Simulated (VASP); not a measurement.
# Hf (P6_3/mmc) in VASP: single point with r2SCAN

Aim: the single point of Hf with r2SCAN.

All numbers are computed with VASP 6.6.1; they aren't measurements. Logs are shortened: lines on timing, memory, paths and dates and some standing lists are left out, and cuts for length are marked.

## 1. The cell of the first run

The structure is hexagonal, space group P6_3/mmc (No. 194). Conventional cell: a = 3.198 Å, b = 3.198 Å, c = 5.049 Å, α = 90.00°, β = 90.00°, γ = 120.00°. Within 4.1 Å of Hf (site symmetry -6m2) lie 12 Hf at 3.13 to 3.20 Å.

## 2. Single point, r2SCAN

POSCAR

```
Hf
1.0
    3.1979938697      0.0000000000      0.0000000000
   -1.5989969349      2.7695439323      0.0000000000
    0.0000000000      0.0000000000      5.0490810178
Hf
2
Direct
    0.3333333333      0.6666666667      0.2500000000
    0.6666666667      0.3333333333      0.7500000000
```

INCAR.step1

```
SYSTEM = Hf
PREC     = Accurate       ! precision mode
ENCUT    = 520            ! plane-wave cutoff, eV
ISMEAR   = -1             ! smearing method
SIGMA    = 0.05           ! smearing width, eV
LREAL    = .False.        ! projectors in reciprocal space
LASPH    = .True.         ! aspherical terms in the spheres
NELM     = 60             ! most SCF steps
NBANDS   = 17             ! bands
GGA      = PE             ! functional
ALGO     = Normal         ! electronic algorithm
EDIFF    = 1E-4           ! SCF threshold, eV
LWAVE    = .True.         ! write WAVECAR
LCHARG   = .False.        ! write CHGCAR
```

INCAR.step2

```
SYSTEM = Hf
PREC     = Accurate       ! precision mode
ENCUT    = 520            ! plane-wave cutoff, eV
EDIFF    = 1E-7           ! SCF threshold, eV
ISMEAR   = -1             ! smearing method
SIGMA    = 0.05           ! smearing width, eV
LREAL    = .False.        ! projectors in reciprocal space
LASPH    = .True.         ! aspherical terms in the spheres
NELM     = 60             ! most SCF steps
ALGO     = Normal         ! electronic algorithm
ISIF     = 2              ! what is computed and relaxed
LWAVE    = .False.        ! write WAVECAR
LCHARG   = .True.         ! write CHGCAR
METAGGA  = R2SCAN         ! meta-GGA
LMIXTAU  = .True.       
LELF     = .True.         ! ELF
LVHAR    = .True.       
NBANDS   = 17             ! bands
ISTART   = 1
```

KPOINTS

```
regular mesh
0
Gamma
  16 16 9
  0 0 0
```

Potentials or basis: VASP PAW PBE potentials, release 64 (Hf_pv).

Launch:

```
> cat potpaw_PBE.64/Hf_pv/POTCAR > POTCAR
> cp INCAR.step1 INCAR
> mpirun -np 1 vasp_std > vasp.out
> cp INCAR.step2 INCAR
> mpirun -np 1 vasp_std > vasp.out
```

OUTCAR:

```text
SYSTEM = Hf
   PREC = Accurate
   ENCUT = 520
   EDIFF = 1E-7
   ISMEAR = -1
   LREAL = .False.
   LASPH = .True.
   NELM = 60
   ISIF = 2
   METAGGA = R2SCAN
   ISTART = 1

 ion  position               nearest neighbor table
   1  0.333  0.667  0.250-   2 3.13   2 3.13   2 3.13   2 3.13   2 3.13   2 3.13
   2  0.667  0.333  0.750-   1 3.13   1 3.13   1 3.13   1 3.13   1 3.13   1 3.13

  LATTYP: Found a hexagonal cell.
 ALAT       =     3.1979938697
 C/A-ratio  =     1.5788276099

  Lattice vectors:

 A1 = (   3.1979938697,   0.0000000000,   0.0000000000)
 A2 = (  -1.5989969349,   2.7695439323,   0.0000000000)
 A3 = (   0.0000000000,   0.0000000000,   5.0490810178)

Analysis of symmetry for initial positions (statically):
=====================================================================
 Subroutine PRICEL returns:
 Original cell was already a primitive cell.

 Routine SETGRP: Setting up the symmetry group for a
 hexagonal supercell.

 Subroutine GETGRP returns: Found 24 space group operations
 (whereof 12 operations were pure point group operations)
 out of a pool of 24 trial point group operations.

The static configuration has the point symmetry D_3d.
 The point group associated with its full space group is D_6h.

Analysis of symmetry for dynamics (positions and initial velocities):
=====================================================================
 Subroutine PRICEL returns:
 Original cell was already a primitive cell.

 Routine SETGRP: Setting up the symmetry group for a
 hexagonal supercell.

 Subroutine GETGRP returns: Found 24 space group operations
 (whereof 12 operations were pure point group operations)
 out of a pool of 24 trial point group operations.

The dynamic configuration has the point symmetry D_3d.
 The point group associated with its full space group is D_6h.

 Subroutine INISYM returns: Found 24 space group operations
 (whereof 12 operations are pure point group operations),
 and found     1 'primitive' translations

----------------------------------------------------------------------------------------

                                     Primitive cell

  volume of cell :      44.7196

  direct lattice vectors                    reciprocal lattice vectors
     3.197993870  0.000000000  0.000000000     0.312696034  0.180535139  0.000000000
    -1.598996935  2.769543932  0.000000000     0.000000000  0.361070279  0.000000000
     0.000000000  0.000000000  5.049081018     0.000000000  0.000000000  0.198055844

  length of vectors
     3.197993870  3.197993870  5.049081018     0.361070279  0.361070279  0.198055844

  position of ions in fractional coordinates (direct lattice)
     0.333333333  0.666666667  0.250000000
     0.666666667  0.333333333  0.750000000

  ion indices of the primitive-cell ions
   primitive index   ion index
                 1           1
                 2           2

----------------------------------------------------------------------------------------

 KPOINTS: regular mesh

Automatic generation of k-mesh.
 Grid dimensions read from file:
 generate k-points for:   16   16    9

 Generating k-lattice:

  Cartesian coordinates                     Fractional coordinates (reciprocal lattice)
     0.019543502  0.011283446  0.000000000     0.062500000  0.000000000  0.000000000
     0.000000000  0.022566892  0.000000000     0.000000000  0.062500000  0.000000000
     0.000000000  0.000000000  0.022006205     0.000000000  0.000000000  0.111111111

  Length of vectors
     0.022566892  0.022566892  0.022006205

  Shift w.r.t. Gamma in fractional coordinates (k-lattice)
     0.000000000  0.000000000  0.000000000

 Subroutine IBZKPT returns following result:
 ===========================================

 Found    150 irreducible k-points:

 Following reciprocal coordinates:
            Coordinates               Weight
  0.000000  0.000000  0.000000      1.000000
  0.062500 -0.000000  0.000000      6.000000
  0.125000 -0.000000  0.000000      6.000000
  0.187500 -0.000000  0.000000      6.000000
  0.250000 -0.000000  0.000000      6.000000
  0.312500 -0.000000  0.000000      6.000000
[... 16 lines left out ...]
  0.187500  0.187500  0.000000      6.000000
  0.250000  0.187500  0.000000     12.000000
 [... further k-points ...]
   k-points           NKPTS =    150   k-points in BZ     NKDIM =    150   number of bands    NBANDS=     17
   number of dos      NEDOS =    301   number of ions     NIONS =      2
   total plane-waves  NPLWV =  23040
   dimension x,y,z NGX =    24 NGY =   24 NGZ =   40
   dimension x,y,z NGXF=    48 NGYF=   48 NGZF=   80
   ions per type =               2
   NGX,Y,Z   is equivalent  to a cutoff of  12.48, 12.48, 13.17 a.u.
   NGXF,Y,Z  is equivalent  to a cutoff of  24.95, 24.95, 26.34 a.u.
 SYSTEM =  Hf
   PREC   = accura    normal or accurate (medium, high low for compatibility)
   ISTART =      1    job   : 0-new  1-cont  2-samecut
   ICHARG =      0    charge: 1-file 2-atom 10-const
   ISPIN  =      1    spin polarized calculation?
   LNONCOLLINEAR =      F non collinear calculations
   LSORBIT =      F    spin-orbit coupling
   LASPH  =      T    aspherical Exc in radial PAW
   ENCUT  =  520.0 eV  38.22 Ry    6.18 a.u.   5.95  5.95  9.39*2*pi/ulx,y,z
   NELM   =     60;   NELMIN=  2; NELMDL=  0     # of ELM steps
   EDIFF  = 0.1E-06   stopping-criterion for ELM
   LREAL  =      F    real-space projection
   EDIFFG = 0.1E-05   stopping-criterion for IOM
   NSW    =      0    number of steps for IOM
   IBRION =     -1    ionic relax: 0-MD 1-quasi-New 2-CG
   NFREE  =      0    steps in history (QN), initial steepest desc. (CG)
   ISIF   =      2    stress and relaxation
   ISYM   =      2    0-nonsym 1-usesym 2-fastsym
   POTIM  = 0.5000    time-step for ionic-motion
   TEBEG  =    0.0;   TEEND  =   0.0 temperature during run
   PSTRESS=    0.0 pullay stress
   NELECT =      20.0000    total number of electrons
   NUPDOWN=      -1.0000    fix difference up-down
   EMIN   =  10.00;   EMAX   =-10.00  energy-range for DOS
   EFERMI =   0.00;   METHOD = LEGACY
   ISMEAR =    -1;   SIGMA  =   0.05  broadening in eV -4-tet -1-fermi 0-gaus
   EFERMI_NEDOS =   21; number of points for ismear=-14 and -15
   IALGO  =     38    algorithm
   IMIX   =      4    mixing-type and parameters
     AMIX     =   0.40;   BMIX     =  1.00
     AMIX_MAG =   1.60;   BMIX_MAG =  1.00
  volume/ion in A,a.u.               =      22.36       150.89
  Fermi-wavevector in a.u.,A,eV,Ry     =   1.251945  2.365834 21.325330  1.567368
  Thomas-Fermi vector in A             =   2.385869
   LORBIT       =      0    0 simple, 1 ext, 2 COOP (PROOUT), +10 PAW based schemes
   METAGGA = R2SCAN    functional components
   LHFCALC =     F    Hartree Fock is set to
   AEXX    =    0.0000 exact exchange contribution
   IVDW    =     0    specifies the selected vdW correction
   LEPSILON=     F    determine dielectric tensor
   LRPA    =     F    only Hartree local field effects (RPA)
 non-spin polarized calculation
  energy-cutoff  :      520.00
  volume of cell :       44.72
 maximum number of plane-waves:      1222
 NGX is ok and might be reduce to    24
   NGX = 11   NGY = 11   NGZ = 19

 number of electron      20.0000004 magnetization

 Free energy of the ion-electron system (eV)
  ---------------------------------------------------
  ext. energy  EPLUGINS =         0.00000000
  ---------------------------------------------------
  free energy    TOTEN  =       -90.30837051 eV

  energy without entropy =      -90.29794575  energy(sigma->0) =      -90.30315813

 E-fermi :   4.8414     XC(G=0): -12.1562

 val. band max:        4.8352818058   @ k =   0.0000   0.0000   0.2222
 cond. band min:       4.8441344984   @ k =   0.0000   0.0000   0.4444
 fundamental gap:      0.0088526926
 Fermi energy:         4.8414356094

 k-point     1 :       0.0000    0.0000    0.0000
  band No.  band energies     occupation
      1     -27.4153      2.00000
      2     -26.6461      2.00000
      3     -26.6461      2.00000
      4     -26.5163      2.00000
      5     -26.5157      2.00000
      6     -26.5157      2.00000
[... 9 lines left out ...]
     16       7.7480      0.00000
     17      10.4938      0.00000

 k-point     2 :       0.0625   -0.0000    0.0000
  band No.  band energies     occupation
      1     -27.4047      2.00000
      2     -26.6685      2.00000
      3     -26.6537      2.00000
      4     -26.5394      2.00000
      5     -26.5210      2.00000
      6     -26.5186      2.00000
[... 9 lines left out ...]
     16       7.6251      0.00000
     17      10.5931      0.00000

 k-point     3 :       0.1250   -0.0000    0.0000
  band No.  band energies     occupation
      1     -27.3738      2.00000
      2     -26.7322      2.00000
      3     -26.6748      2.00000
      4     -26.6057      2.00000
      5     -26.5355      2.00000
      6     -26.5272      2.00000
[... 9 lines left out ...]
     16       7.4720      0.00000
     17      10.8280      0.00000

 k-point     4 :       0.1875   -0.0000    0.0000
  band No.  band energies     occupation
      1     -27.3249      2.00000
      2     -26.8278      2.00000
      3     -26.7052      2.00000
      4     -26.7020      2.00000
      5     -26.5596      2.00000
      6     -26.5409      2.00000
[... 9 lines left out ...]
     16       7.9910      0.00000
     17      11.0926      0.00000
[... 343 lines left out ...]
      1     -27.2088      2.00000
      2     -27.0571      2.00000
      3     -27.0094      2.00000
      4     -26.8727      2.00000
      5     -26.7628      2.00000
      6     -26.6628      2.00000
[... 9 lines left out ...]
     16      11.3815      0.00000
     17      12.1650      0.00000

 k-point    23 :       0.1875    0.1875    0.0000
  band No.  band energies     occupation
      1     -27.1729      2.00000
      2     -26.9926      2.00000
      3     -26.9865      2.00000
      4     -26.7666      2.00000
      5     -26.6458      2.00000
      6     -26.6402      2.00000
[... 9 lines left out ...]
     16      10.1369      0.00000
     17      11.1802      0.00000

 k-point    24 :       0.2500    0.1875    0.0000
  band No.  band energies     occupation
      1     -27.1039      2.00000
      2     -27.0780      2.00000
      3     -27.0193      2.00000
      4     -26.8204      2.00000
      5     -26.6915      2.00000
      6     -26.6793      2.00000
[... 9 lines left out ...]
     16      11.0373      0.00000
     17      11.1810      0.00000

 [... further k-points ...]
[... 5 lines left out ...]
  --------------------------------------------------------------------------------------
  -------------------------------------------------------------------------------------
  Total       -0.1498892     -0.1498892     -0.1911655      0.0000000      0.0000000     -0.0000000
  in kB       -5.3701043     -5.3701043     -6.8489159      0.0000000      0.0000000     -0.0000000
  external PRESSURE =      -5.8630415 kB  Pullay stress =       0.0000000 kB

 VOLUME and BASIS-vectors are now :
 -----------------------------------------------------------------------------
  energy-cutoff  :      520.00
  volume of cell :       44.72
      direct lattice vectors                 reciprocal lattice vectors
     3.197993870  0.000000000  0.000000000     0.312696034  0.180535139  0.000000000
    -1.598996935  2.769543932  0.000000000     0.000000000  0.361070279  0.000000000
     0.000000000  0.000000000  5.049081018     0.000000000  0.000000000  0.198055844

 POSITION                                       TOTAL-FORCE (eV/Angst)
 -----------------------------------------------------------------------------------
     -0.00000      1.84636      1.26227         0.000000      0.000000      0.000000
      1.59900      0.92318      3.78681        -0.000000     -0.000000      0.000000
 -----------------------------------------------------------------------------------
    total drift:                               -0.000000      0.000000     -0.000000

  FREE ENERGIE OF THE ION-ELECTRON SYSTEM (eV)
  ---------------------------------------------------
  free  energy   TOTEN  =       -90.3083705120 eV

  energy  without entropy=      -90.2979457452  energy(sigma->0) =      -90.30315813
```

Run time: 3.9 min. Hardware: 1 thread of Intel Xeon Platinum 8375C at 2.90GHz (Ice Lake), shared host; peak memory 0.24 GiB.

Results:

```
Free energy            : -90.3084 eV
Pressure               : -0.6 GPa
Band gap on the k mesh : zero (band 10 reaches 6.16 eV, above the bottom of band 11 at 4.35 eV)
```

Stress tensor (GPa, compression positive):
```
-0.54  0.00  0.00
 0.00 -0.54  0.00
 0.00  0.00 -0.68
```

Levels at points of the mesh, in eV from the Fermi level:
```tsv
k point	band 6	band 7	band 8	band 9	band 10	band 11	band 12	band 13	band 14	band 15
(0.00, 0.00, 0.00)	-31.36	-7.76	-3.85	0.42	1.32	1.32	1.65	2.20	2.20	2.91
(0.50, 0.00, 0.00)	-31.45	-3.50	-2.86	-2.33	-1.03	0.93	0.96	1.82	6.19	6.70
```

Caveat: the PAW data sets were made with another functional, which shifts forces and pressure a little; spin-orbit coupling is left out, which moves the levels of the heavy elements.
